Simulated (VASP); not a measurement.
# InP (kpat) (F-43m) in VASP: vibrations by perturbation theory with PBE

Aim: the vibrations by perturbation theory of InP (kpat) with PBE.

Program: VASP 6.6.1. These are calculated values, not measurements. Logs are shortened: lines on timing, memory, paths and dates and some standing lists are left out, and cuts for length are marked.

## (1) The cell of the first run

The structure is cubic, space group F-43m (No. 216). Conventional cell: a = 5.827 Å, b = 5.827 Å, c = 5.827 Å, α = 90.00°, β = 90.00°, γ = 90.00°. In (site symmetry -43m) has 4 P at 2.52 Å within 3.3 Å. P (site symmetry -43m) has 4 In at 2.52 Å within 3.3 Å.

## (2) Vibrations by perturbation theory, PBE

The input, INCAR:

```
SYSTEM = InP
  PREC = Accurate
  ENCUT = 500
  EDIFF = 1E-8
  ISMEAR = 0
  SIGMA = 0.01
  LREAL = .False.
  LASPH = .True.
  NELM = 120
  ALGO = Normal
  ISIF = 2
  LWAVE = .False.
  LCHARG = .True.
  GGA = PE
  IBRION = 8
  NSW = 1
  LEPSILON = .True.
  GGA_COMPAT = .False.
```

The input, KPOINTS:

```
regular mesh
0
Gamma
  10 10 10
  0 0 0
```

The input, POSCAR:

```
InP
1.0
    0.0000000000      2.9134368086      2.9134368086
    2.9134368086      0.0000000000      2.9134368086
    2.9134368086      2.9134368086      0.0000000000
In P
1 1
Direct
    0.0000000000      0.0000000000      0.0000000000
    0.7500000000      0.7500000000      0.7500000000
```

Potentials or basis: VASP PAW PBE potentials, release 64 (In_d, P).

Command:

```bash
> cat potpaw_PBE.64/In_d/POTCAR potpaw_PBE.64/P/POTCAR > POTCAR
> mpirun -np 1 vasp_std > vasp.out
```

OUTCAR:

```text
SYSTEM = InP
   PREC = Accurate
   ENCUT = 500
   EDIFF = 1E-8
   ISMEAR = 0
   LREAL = .False.
   LASPH = .True.
   NELM = 120
   ISIF = 2
   GGA = PE
   IBRION = 8
   NSW = 1
   LEPSILON = .True.

 ion  position               nearest neighbor table
   1  0.000  0.000  0.000-   2 2.52   2 2.52   2 2.52   2 2.52
   2  0.750  0.750  0.750-   1 2.52   1 2.52   1 2.52   1 2.52

  LATTYP: Found a face centered cubic cell.
 ALAT       =     5.8268736172

  Lattice vectors:

 A1 = (   0.0000000000,   2.9134368086,   2.9134368086)
 A2 = (   2.9134368086,   0.0000000000,   2.9134368086)
 A3 = (   2.9134368086,   2.9134368086,   0.0000000000)

Analysis of symmetry for initial positions (statically):
=====================================================================
 Subroutine PRICEL returns:
 Original cell was already a primitive cell.

 Routine SETGRP: Setting up the symmetry group for a
 face centered cubic supercell.

 Subroutine GETGRP returns: Found 24 space group operations
 (whereof 24 operations were pure point group operations)
 out of a pool of 48 trial point group operations.

The static configuration has the point symmetry T_d .

Analysis of symmetry for dynamics (positions and initial velocities):
=====================================================================
 Subroutine PRICEL returns:
 Original cell was already a primitive cell.

 Routine SETGRP: Setting up the symmetry group for a
 face centered cubic supercell.

 Subroutine GETGRP returns: Found 24 space group operations
 (whereof 24 operations were pure point group operations)
 out of a pool of 48 trial point group operations.

The dynamic configuration has the point symmetry T_d .

 Subroutine INISYM returns: Found 24 space group operations
 (whereof 24 operations are pure point group operations),
 and found     1 'primitive' translations

----------------------------------------------------------------------------------------

                                     Primitive cell

  volume of cell :      49.4592

  direct lattice vectors                    reciprocal lattice vectors
     0.000000000  2.913436809  2.913436809    -0.171618618  0.171618618  0.171618618
     2.913436809  0.000000000  2.913436809     0.171618618 -0.171618618  0.171618618
     2.913436809  2.913436809  0.000000000     0.171618618  0.171618618 -0.171618618

  length of vectors
     4.120221848  4.120221848  4.120221848     0.297252167  0.297252167  0.297252167

  position of ions in fractional coordinates (direct lattice)
     0.000000000  0.000000000  0.000000000
     0.750000000  0.750000000  0.750000000

  ion indices of the primitive-cell ions
   primitive index   ion index
                 1           1
                 2           2

----------------------------------------------------------------------------------------

 KPOINTS: regular mesh

Automatic generation of k-mesh.
 Grid dimensions read from file:
 generate k-points for:   10   10   10

 Generating k-lattice:

  Cartesian coordinates                     Fractional coordinates (reciprocal lattice)
[... 533 lines left out ...]
  ---------------------------------------------------
  ---------------------------------------------------
  free energy    TOTEN  =        -1.58862949 eV

  energy without entropy =       -1.58862949

------------------------ aborting loop because EDIFF is reached ----------------------------------------

--------------------------------------- Ionic step        2  -------------------------------------------

------------------------ aborting loop because EDIFF is reached ----------------------------------------

--------------------------------------- Ionic step        3  -------------------------------------------

------------------------ aborting loop because EDIFF is reached ----------------------------------------

 PIEZOELECTRIC TENSOR FIELD DIRECTION 3  (e Angst)
 -----------------------------------------------------------------------------
    -0.00066  2.51780  0.00000           ( -0.00000  0.03310  0.00000)
     2.51780 -0.00066  0.00000           (  0.03310 -0.00000  0.00000)
     0.00000  0.00000 -0.00114           (  0.00000  0.00000 -0.00000)

 PIEZOELECTRIC TENSOR FIELD DIRECTION 3  (C/m^2)
 -----------------------------------------------------------------------------
    -0.00021  0.81561  0.00000
     0.81561 -0.00021  0.00000
     0.00000  0.00000 -0.00037

--------------------------------------- Ionic step        4  -------------------------------------------

------------------------ aborting loop because EDIFF is reached ----------------------------------------

[... ionic steps 5 to 6 ...]

--------------------------------------- Ionic step        7  -------------------------------------------

 Free energy of the ion-electron system (eV)
  ---------------------------------------------------
  ---------------------------------------------------
  free energy    TOTEN  =        -0.04943554 eV

  energy without entropy =       -0.04943554

------------------------ aborting loop because EDIFF is reached ----------------------------------------

 INTERNAL STRAIN TENSOR  FOR ION    2  DIRECTION 1   (eV/Angst):
 -----------------------------------------------------------------------------
    -0.00853  0.00000  0.00000
     0.00000  0.00549  9.17733
     0.00000  9.17733  0.00549

 MACROSCOPIC STATIC DIELECTRIC TENSOR (including local field effects in DFT)
 ------------------------------------------------------
          11.815164     0.000000    -0.000000
           0.000000    11.815164     0.000000
          -0.000000     0.000000    11.815164
 ------------------------------------------------------

 PIEZOELECTRIC TENSOR (including local field effects)  for field in x, y, z        (e  Angst)
          XX          YY          ZZ          XY          YZ          ZX
  --------------------------------------------------------------------------------
  x    -0.00000    -0.00000    -0.00000     0.00000     2.52459     0.00000
  y     0.00000     0.00000     0.00000     0.00000     0.00000     2.52459
  z     0.00000     0.00000     0.00000     2.52459     0.00000     0.00000

 PIEZOELECTRIC TENSOR (including local field effects)  for field in x, y, z        (C/m^2)
          XX          YY          ZZ          XY          YZ          ZX
  --------------------------------------------------------------------------------
  x    -0.00000    -0.00000    -0.00000     0.00000     0.81781     0.00000
  y     0.00000     0.00000     0.00000     0.00000     0.00000     0.81781
  z     0.00000     0.00000     0.00000     0.81781     0.00000     0.00000

 BORN EFFECTIVE CHARGES (including local field effects) (in |e|, cummulative output)
 ---------------------------------------------------------------------------------
 ion    1
    1     2.54938     0.00000     0.00000
    2     0.00000     2.54938     0.00000
    3    -0.00000     0.00000     2.54938
 ion    2
    1    -2.54938     0.00000    -0.00000
    2     0.00000    -2.54938    -0.00000
    3     0.00000    -0.00000    -2.54938

 INTERNAL STRAIN TENSOR FOR ION    2 for displacements in x,y,z  (eV/Angst):
          X           Y           Z          XY          YZ          ZX
  --------------------------------------------------------------------------------
  x    -0.00000     0.00000     0.00000     0.00000     9.17733     0.00000
  y    -0.00000     0.00000    -0.00000     0.00000     0.00000     9.17733
  z     0.00000     0.00000    -0.00000     9.17733     0.00000     0.00000

 SECOND DERIVATIVES (NOT SYMMETRIZED)
 ------------------------------------
               1X          1Y          1Z          2X          2Y          2Z
  1X    -8.593057    0.000000    0.000000    8.593057    0.000000    0.000000
  1Y     0.000000   -8.593057    0.000000    0.000000    8.593057    0.000000
  1Z     0.000000    0.000000   -8.593057    0.000000    0.000000    8.593057
  2X     8.564026    0.000000    0.000000   -8.564026    0.000000    0.000000
  2Y     0.000000    8.564026    0.000000    0.000000   -8.564026    0.000000
  2Z     0.000000    0.000000    8.564026    0.000000    0.000000   -8.564026

 Eigenvectors and eigenvalues of the dynamical matrix
 ----------------------------------------------------

   1 f  =    9.266347 THz    58.222174 2PiTHz  309.092059 cm-1    38.322514 meV
             X         Y         Z           dx          dy          dz
      0.000000  0.000000  0.000000    -0.461538    0.000000    0.000000
      4.370155  4.370155  4.370155     0.887120    0.000000    0.000000
[... 21 lines left out ...]
   6 f/i=    0.006420 THz     0.040337 2PiTHz    0.214144 cm-1     0.026551 meV
             X         Y         Z           dx          dy          dz
      0.000000  0.000000  0.000000    -0.887120    0.000000    0.000000
      4.370155  4.370155  4.370155    -0.461538    0.000000    0.000000

--------------------------------------------------------------------------------------------------------

 MACROSCOPIC STATIC DIELECTRIC TENSOR IONIC CONTRIBUTION
 ------------------------------------------------------
           2.771889     0.000000     0.000000
           0.000000     2.771889     0.000000
           0.000000     0.000000     2.771889
 ------------------------------------------------------

 ELASTIC MODULI CONTR FROM IONIC RELAXATION (kBar)
 Direction    XX          YY          ZZ          XY          YZ          ZX
 --------------------------------------------------------------------------------
 XX          -0.0000      0.0000      0.0000     -0.0000      0.0000      0.0000
 YY           0.0000     -0.0000      0.0000     -0.0000     -0.0000      0.0000
 ZZ           0.0000      0.0000     -0.0000      0.0000     -0.0000      0.0000
 XY          -0.0000     -0.0000      0.0000   -313.5645      0.0000      0.0000
 YZ           0.0000     -0.0000     -0.0000      0.0000   -313.5645      0.0000
 ZX           0.0000      0.0000      0.0000      0.0000      0.0000   -313.5645
 --------------------------------------------------------------------------------

 PIEZOELECTRIC TENSOR IONIC CONTR  for field in x, y, z        (C/m^2)
          XX          YY          ZZ          XY          YZ          ZX
  --------------------------------------------------------------------------------
  x     0.00000    -0.00000    -0.00000    -0.00000    -0.87725     0.00000
  y     0.00000     0.00000     0.00000    -0.00000     0.00000    -0.87725
  z    -0.00000    -0.00000     0.00000    -0.87725     0.00000    -0.00000
```

Run time: 14 min. Hardware: 1 thread of AMD EPYC 7R13 (Zen 3), shared host; peak memory 0.38 GiB.

Results:

* Electronic dielectric tensor (diagonal): 11.82
* Born charges (mean of the diagonal): In +2.55; P -2.55 e
* Highest phonon frequency at Γ, LO-TO splitting left out: 309 cm⁻¹

Phonon frequencies in cm⁻¹ (negative: imaginary):
| q point | frequencies |
| --- | --- |
| (0.000, 0.000, 0.000) | 0 0 0 309 309 309 |

Electronic dielectric tensor:
```
11.82  0.00  0.00
 0.00 11.82  0.00
 0.00  0.00 11.82
```

Born effective charge tensors (e):
atom 1, In
```
2.55 0.00 0.00
0.00 2.55 0.00
0.00 0.00 2.55
```
atom 2, P
```
-2.55  0.00  0.00
 0.00 -2.55  0.00
 0.00  0.00 -2.55
```

Caveat: the cell wasn't relaxed at this level first, which shifts response properties; spin-orbit coupling is left out, which moves the levels of the heavy elements.
